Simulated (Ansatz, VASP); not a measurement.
Mn3InC in VASP and in Ansatz

```
CELL_PARAMETERS angstrom
3.81959 0.00000 0.00000
0.00000 3.81959 0.00000
0.00000 0.00000 3.81959
ATOMIC_POSITIONS crystal
Mn 0.50000 0.00000 0.00000
Mn 0.00000 0.00000 0.50000
Mn 0.00000 0.50000 0.00000
In 0.50000 0.50000 0.50000
C 0.00000 0.00000 0.00000
```

Alike in both runs: task single point; functional LDA; k mesh 10 × 10 × 10; occupations gaussian, width 0.05 eV; collinear spin.

```csv
,VASP,Ansatz
version,VASP 6.6.1,Ansatz 0.2.0
potentials or method,"VASP PAW LDA potentials, release 64 (Mn_pv, In_d, C), cutoff 520 eV","scalar-relativistic, plane waves, PAW"
valence electrons in the cell,56,62
```

Ansatz gave:

- gap on the k mesh at the Fermi level (eV): none
- pressure (GPa): -0.1
- net moment per atom (μB): 0.80
- size of the moment on the site where the two differ most (μB): 1.17

**Question.** What did VASP give for the same quantities?

**Answer.** gap on the k mesh at the Fermi level (eV): none; pressure (GPa): 0.2; net moment per atom (μB): 0.78; size of the moment on the site where the two differ most (μB): 1.31.

LDA's correlation is that of Perdew and Zunger in VASP and of Perdew and Wang (1992) in Ansatz. Site moments also hang on the region over which each program counts them. A gap of «none» marks a metal or a gap that the smearing closes. VASP's potentials hold 56 valence electrons a cell and Ansatz's 62, so a difference there can come from the potentials and not from the codes.
